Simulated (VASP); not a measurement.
# Cs2Sb2PdBr4 (I4/mmm) in VASP: single point with PBE

Aim: the single point of Cs2Sb2PdBr4 with PBE.

All numbers are computed with VASP 6.6.1; they aren't measurements. Logs are shortened: lines on timing, memory, paths and dates and some standing lists are left out, and cuts for length are marked.

### Step 1. The cell of the first run

It takes space group I4/mmm (No. 139, tetragonal). The conventional cell has a = 8.258 Å, b = 8.258 Å, c = 8.838 Å, α = 90.00°, β = 90.00°, γ = 90.00°. Pd (site symmetry 4/mmm) has 4 Br at 2.38 Å and 2 Sb at 3.08 Å within 3.1 Å. Within 3.5 Å of Sb (site symmetry 4mm) lie 1 Sb at 2.68 Å and 1 Pd at 3.08 Å. Within 4.9 Å of Cs (site symmetry -4m2) lie 8 Br at 3.70 Å and 4 Sb at 4.22 Å and 2 Cs at 4.42 Å and 4 Pd at 4.68 Å. Br (site symmetry m2m) has 1 Pd at 2.38 Å within 3.1 Å.

### Step 2. Single point, PBE, collinear spin

INCAR reads:

```
ALGO = Normal
EDIFF = 1E-7
ENCUT = 520
GGA = PE
ISIF = 2
ISMEAR = -1
ISPIN = 2
LASPH = T
LCHARG = T
LELF = T
LMAXMIX = 4
LORBIT = 11
LREAL = F
LVHAR = T
LWAVE = F
MAGMOM = 2 3 3 1 1 2 1 2 2
NBANDS = 47
NELM = 150
PREC = Accurate
SIGMA = 0.1
```

KPOINTS reads:

```
k-points
0
Gamma
  3 3 3
```

POSCAR reads:

```
Cs2Sb2PdBr4
1.0
   -4.1292150000      4.1292150000      4.4189540000
    4.1292150000     -4.1292150000      4.4189540000
    4.1292150000      4.1292150000     -4.4189540000
Pd Sb Cs Br
1 2 2 4
Direct
    0.0000000000      0.0000000000      0.0000000000
    0.3481500000      0.3481500000      0.0000000000
    0.6518500000      0.6518500000      0.0000000000
    0.7500000000      0.2500000000      0.5000000000
    0.2500000000      0.7500000000      0.5000000000
    0.2035600000      0.2035600000      0.4071200000
    0.2035600000      0.7964400000      0.0000000000
    0.7964400000      0.7964400000      0.5928800000
    0.7964400000      0.2035600000      0.0000000000
```

Potentials or basis: VASP PAW PBE potentials, release 64 (Pd, Sb, Cs_sv, Br).

Started as:

```
$ cat potpaw_PBE.64/Pd/POTCAR potpaw_PBE.64/Sb/POTCAR potpaw_PBE.64/Cs_sv/POTCAR potpaw_PBE.64/Br/POTCAR > POTCAR
$ mpirun -np 1 vasp_std > vasp.out
```

OUTCAR:

```text
EDIFF = 1E-7
   ENCUT = 520
   GGA = PE
   ISIF = 2
   ISMEAR = -1
   ISPIN = 2
   LASPH = T
   LORBIT = 11
   LREAL = F
   NELM = 150
   PREC = Accurate

 ion  position               nearest neighbor table
   1  0.000  0.000  0.000-   6 2.38   8 2.38   7 2.38   9 2.38   2 3.08   3 3.08
   2  0.348  0.348  0.000-   3 2.68   1 3.08
   3  0.652  0.652  0.000-   2 2.68   1 3.08
   4  0.750  0.250  0.500-
   5  0.250  0.750  0.500-
   6  0.204  0.204  0.407-   1 2.38
   7  0.204  0.796  0.000-   1 2.38
   8  0.796  0.796  0.593-   1 2.38
   9  0.796  0.204  0.000-   1 2.38

  LATTYP: Found a body centered tetragonal cell.
 ALAT       =     8.2584300000
 C/A-ratio  =     1.0701680586

  Lattice vectors:

 A1 = (  -4.1292150000,   4.1292150000,   4.4189540000)
 A2 = (   4.1292150000,  -4.1292150000,   4.4189540000)
 A3 = (   4.1292150000,   4.1292150000,  -4.4189540000)

Analysis of symmetry for initial positions (statically):
=====================================================================
 Subroutine PRICEL returns:
 Original cell was already a primitive cell.

 Routine SETGRP: Setting up the symmetry group for a
 body centered tetragonal supercell.

 Subroutine GETGRP returns: Found 16 space group operations
 (whereof 16 operations were pure point group operations)
 out of a pool of 16 trial point group operations.

The static configuration has the point symmetry D_4h.

Analysis of symmetry for dynamics (positions and initial velocities):
=====================================================================
 Subroutine PRICEL returns:
 Original cell was already a primitive cell.

 Routine SETGRP: Setting up the symmetry group for a
 body centered tetragonal supercell.

 Subroutine GETGRP returns: Found 16 space group operations
 (whereof 16 operations were pure point group operations)
 out of a pool of 16 trial point group operations.

The dynamic configuration has the point symmetry D_4h.

Analysis of structural, dynamic, and magnetic symmetry:
=====================================================================
 Subroutine PRICEL returns:
 Original cell was already a primitive cell.

 Routine SETGRP: Setting up the symmetry group for a
 body centered tetragonal supercell.

 Subroutine GETGRP returns: Found  4 space group operations
 (whereof  4 operations were pure point group operations)
 out of a pool of 16 trial point group operations.

The overall configuration has the point symmetry C_2v.

 Subroutine INISYM returns: Found  4 space group operations
 (whereof  4 operations are pure point group operations),
 and found     1 'primitive' translations

----------------------------------------------------------------------------------------

                                     Primitive cell

  volume of cell :     301.3800

  direct lattice vectors                    reciprocal lattice vectors
    -4.129215000  4.129215000  4.418954000     0.000000000  0.121088391  0.113148949
     4.129215000 -4.129215000  4.418954000     0.121088391  0.000000000  0.113148949
     4.129215000  4.129215000 -4.418954000     0.121088391  0.121088391  0.000000000

  length of vectors
     7.323113237  7.323113237  7.323113237     0.165725927  0.165725927  0.171244845

  position of ions in fractional coordinates (direct lattice)
     0.000000000  0.000000000  0.000000000
     0.348150000  0.348150000  0.000000000
     0.651850000  0.651850000  0.000000000
     0.750000000  0.250000000  0.500000000
     0.250000000  0.750000000  0.500000000
     0.203560000  0.203560000  0.407120000
     0.203560000  0.796440000  0.000000000
     0.796440000  0.796440000  0.592880000
     0.796440000  0.203560000  0.000000000

  ion indices of the primitive-cell ions
   primitive index   ion index
                 1           1
                 2           2
                 3           3
                 4           4
                 5           5
                 6           6
                 7           7
                 8           8
                 9           9

----------------------------------------------------------------------------------------

 KPOINTS: k-points

Automatic generation of k-mesh.
 Grid dimensions read from file:
 generate k-points for:    3    3    3

 Generating k-lattice:

  Cartesian coordinates                     Fractional coordinates (reciprocal lattice)
     0.000000000  0.040362797  0.037716316     0.333333333  0.000000000 -0.000000000
     0.040362797  0.000000000  0.037716316     0.000000000  0.333333333 -0.000000000
     0.040362797  0.040362797  0.000000000     0.000000000  0.000000000  0.333333333

  Length of vectors
     0.055241976  0.055241976  0.057081615

  Shift w.r.t. Gamma in fractional coordinates (k-lattice)
     0.000000000  0.000000000  0.000000000

 Subroutine IBZKPT returns following result:
 ===========================================

 Found      8 irreducible k-points:

 Following reciprocal coordinates:
            Coordinates               Weight
  0.000000  0.000000  0.000000      1.000000
  0.333333  0.000000 -0.000000      8.000000
  0.333333  0.333333 -0.000000      4.000000
 -0.000000 -0.333333 -0.333333      4.000000
 -0.333333  0.333333  0.000000      2.000000
  0.000000  0.000000 -0.333333      2.000000
 -0.333333  0.333333  0.333333      4.000000
 -0.333333 -0.333333  0.333333      2.000000
   k-points           NKPTS =      8   k-points in BZ     NKDIM =      8   number of bands    NBANDS=     47
   number of dos      NEDOS =    301   number of ions     NIONS =      9
   total plane-waves  NPLWV = 157464
   dimension x,y,z NGX =    54 NGY =   54 NGZ =   54
   dimension x,y,z NGXF=   108 NGYF=  108 NGZF=  108
   ions per type =               1   2   2   4
   NGX,Y,Z   is equivalent  to a cutoff of  12.26, 12.26, 12.26 a.u.
   NGXF,Y,Z  is equivalent  to a cutoff of  24.52, 24.52, 24.52 a.u.
 SYSTEM =  unknown system
   PREC   = accura    normal or accurate (medium, high low for compatibility)
   ISTART =      0    job   : 0-new  1-cont  2-samecut
   ICHARG =      2    charge: 1-file 2-atom 10-const
   ISPIN  =      2    spin polarized calculation?
   LNONCOLLINEAR =      F non collinear calculations
   LSORBIT =      F    spin-orbit coupling
   LASPH  =      T    aspherical Exc in radial PAW
   ENCUT  =  520.0 eV  38.22 Ry    6.18 a.u.  13.62 13.62 13.62*2*pi/ulx,y,z
   NELM   =    150;   NELMIN=  2; NELMDL= -5     # of ELM steps
   EDIFF  = 0.1E-06   stopping-criterion for ELM
   LREAL  =      F    real-space projection
   EDIFFG = 0.1E-05   stopping-criterion for IOM
   NSW    =      0    number of steps for IOM
   IBRION =     -1    ionic relax: 0-MD 1-quasi-New 2-CG
   NFREE  =      0    steps in history (QN), initial steepest desc. (CG)
   ISIF   =      2    stress and relaxation
   ISYM   =      2    0-nonsym 1-usesym 2-fastsym
   POTIM  = 0.5000    time-step for ionic-motion
   TEBEG  =    0.0;   TEEND  =   0.0 temperature during run
   PSTRESS=    0.0 pullay stress
   NELECT =      66.0000    total number of electrons
   NUPDOWN=      -1.0000    fix difference up-down
   EMIN   =  10.00;   EMAX   =-10.00  energy-range for DOS
   EFERMI =   0.00;   METHOD = LEGACY
   ISMEAR =    -1;   SIGMA  =   0.10  broadening in eV -4-tet -1-fermi 0-gaus
   EFERMI_NEDOS =   21; number of points for ismear=-14 and -15
   IALGO  =     38    algorithm
   IMIX   =      4    mixing-type and parameters
     AMIX     =   0.40;   BMIX     =  1.00
     AMIX_MAG =   1.60;   BMIX_MAG =  1.00
  volume/ion in A,a.u.               =      33.49       225.98
  Fermi-wavevector in a.u.,A,eV,Ry     =   0.986775  1.864734 13.248322  0.973724
  Thomas-Fermi vector in A             =   2.118180
   LORBIT       =     11    0 simple, 1 ext, 2 COOP (PROOUT), +10 PAW based schemes
   GGA     = PE    functional components
   LHFCALC =     F    Hartree Fock is set to
   AEXX    =    0.0000 exact exchange contribution
   IVDW    =     0    specifies the selected vdW correction
   LEPSILON=     F    determine dielectric tensor
   LRPA    =     F    only Hartree local field effects (RPA)
 spin polarized calculation
  energy-cutoff  :      520.00
  volume of cell :      301.38
 maximum number of plane-waves:      8165
 NGX is ok and might be reduce to    54
   NGX = 27   NGY = 27   NGZ = 27

 number of electron      65.9999993 magnetization       0.0001381

 number of electron      65.9999993 magnetization      -0.0002105

 Free energy of the ion-electron system (eV)
  ---------------------------------------------------
  ext. energy  EPLUGINS =         0.00000000
  ---------------------------------------------------
  free energy    TOTEN  =       -27.46583889 eV

  energy without entropy =      -27.36580449  energy(sigma->0) =      -27.41582169

 E-fermi :   3.2409     XC(G=0):  -8.6007

 val. band max:        3.1470457316   @ k =   0.0000   0.0000  -0.3333
 cond. band min:       3.4122771825   @ k =  -0.0000  -0.3333  -0.3333
 fundamental gap:      0.2652314509
 Fermi energy:         3.2409474654

 spin component 1

 k-point     1 :       0.0000    0.0000    0.0000
  band No.  band energies     occupation
      1     -18.4827      1.00000
      2     -18.4419      1.00000
      3     -12.4904      1.00000
      4     -12.0096      1.00000
      5     -12.0096      1.00000
      6     -11.9434      1.00000
[... 37 lines left out ...]
     44       7.5963      0.00000
     45       8.4298      0.00000
[... 294 lines left out ...]
      4     -12.0501      1.00000
      5     -12.0501      1.00000
      6     -11.9171      1.00000
[... 37 lines left out ...]
     44       8.6478      0.00000
     45       8.6478      0.00000
 Fermi energy:         3.2409474654

 spin component 2

 k-point     1 :       0.0000    0.0000    0.0000
  band No.  band energies     occupation
      1     -18.4827      1.00000
      2     -18.4419      1.00000
      3     -12.4904      1.00000
      4     -12.0096      1.00000
      5     -12.0096      1.00000
      6     -11.9434      1.00000
[... 37 lines left out ...]
     44       7.5963      0.00000
     45       8.4298      0.00000
[... 294 lines left out ...]
      4     -12.0501      1.00000
      5     -12.0501      1.00000
      6     -11.9171      1.00000
[... 37 lines left out ...]
     44       8.6478      0.00000
     45       8.6478      0.00000
 [bands above 45 left out]

------------------------ aborting loop because EDIFF is reached ----------------------------------------

  FORCE on cell =-STRESS in cart. coord.  units (eV):
  Direction    XX          YY          ZZ          XY          YZ          ZX
  --------------------------------------------------------------------------------------
  -------------------------------------------------------------------------------------
  Total       10.1097963     10.1097963      1.5446869     -0.0000312      0.0000000      0.0000000
  in kB       53.7450562     53.7450562      8.2117665     -0.0001660      0.0000000      0.0000000
  external PRESSURE =      38.5672930 kB  Pullay stress =       0.0000000 kB

 VOLUME and BASIS-vectors are now :
 -----------------------------------------------------------------------------
  energy-cutoff  :      520.00
  volume of cell :      301.38
      direct lattice vectors                 reciprocal lattice vectors
    -4.129215000  4.129215000  4.418954000     0.000000000  0.121088391  0.113148949
     4.129215000 -4.129215000  4.418954000     0.121088391  0.000000000  0.113148949
     4.129215000  4.129215000 -4.418954000     0.121088391  0.121088391  0.000000000

 POSITION                                       TOTAL-FORCE (eV/Angst)
 -----------------------------------------------------------------------------------
      0.00000      0.00000      0.00000        -0.000005      0.000005     -0.000000
      0.00000      0.00000      3.07692        -0.000001      0.000001      1.172872
      0.00000      0.00000      5.76099        -0.000001      0.000001     -1.172872
      0.00000      4.12922      2.20948        -0.000001      0.000001     -0.000000
      4.12922      0.00000      2.20948        -0.000001      0.000001     -0.000000
      1.68109      1.68109      0.00000         1.050948      1.050946     -0.000000
      2.44813     -2.44813      4.41895        -1.050942      1.050942     -0.000000
      2.44813      2.44813      4.41895        -1.050946     -1.050948      0.000000
     -2.44813      2.44813      4.41895         1.050950     -1.050950     -0.000000
 -----------------------------------------------------------------------------------
    total drift:                                0.000010     -0.000010      0.000000

  FREE ENERGIE OF THE ION-ELECTRON SYSTEM (eV)
  ---------------------------------------------------
  free  energy   TOTEN  =       -27.4658388923 eV

  energy  without entropy=      -27.3658044907  energy(sigma->0) =      -27.41582169

 total charge

# of ion       s       p       d       tot
------------------------------------------
    1        0.492   0.584   8.587   9.663
    2        1.230   1.115   0.020   2.365
    3        1.230   1.115   0.020   2.365
    4        1.835   4.706   0.033   6.574
    5        1.835   4.706   0.033   6.574
    6        1.618   3.236   0.031   4.885
    7        1.618   3.236   0.031   4.885
    8        1.618   3.236   0.031   4.885
    9        1.618   3.236   0.031   4.885
--------------------------------------------------
tot         13.093  25.171   8.816  47.081

 magnetization (x)

# of ion       s       p       d       tot
------------------------------------------
    1       -0.000  -0.000  -0.000  -0.000
    2        0.000  -0.000  -0.000  -0.000
    3        0.000  -0.000  -0.000  -0.000
    4        0.000   0.000  -0.000   0.000
    5        0.000   0.000  -0.000   0.000
    6       -0.000  -0.000   0.000  -0.000
    7        0.000  -0.000   0.000  -0.000
    8       -0.000  -0.000   0.000  -0.000
    9       -0.000  -0.000   0.000  -0.000
--------------------------------------------------
tot         -0.000  -0.000  -0.000  -0.000
```

Wall time 4.4 min (1 thread of AMD EPYC 7R13 (Zen 3), shared host); peak memory 0.59 GiB.

Results:

- Free energy: -27.4658 eV
- Pressure: 3.9 GPa
- Largest force: 1.486 eV/Å
- Band gap on the k mesh: 0.27 eV (least direct gap 0.37 eV)
- Net moment: 0.00 μB per cell
- Valence electrons inside the program's atomic spheres: Pd 9.66; Sb 2.37; Cs 6.57; Br 4.88

Forces on the atoms (eV/Å):
```
Pd   0.000  0.000  0.000
Sb   0.000  0.000  1.173
Sb   0.000  0.000 -1.173
Cs   0.000  0.000  0.000
Cs   0.000  0.000  0.000
Br   1.051  1.051  0.000
Br  -1.051  1.051  0.000
Br  -1.051 -1.051  0.000
Br   1.051 -1.051  0.000
```

Caveat: the cell stands under pressure; spin-orbit coupling is left out, which moves the levels of the heavy elements; an odd mesh through Γ misses points on the zone boundary, where band edges can lie; forces of over 1 eV/Å act on the atoms, so gaps and moduli don't describe the material at rest.
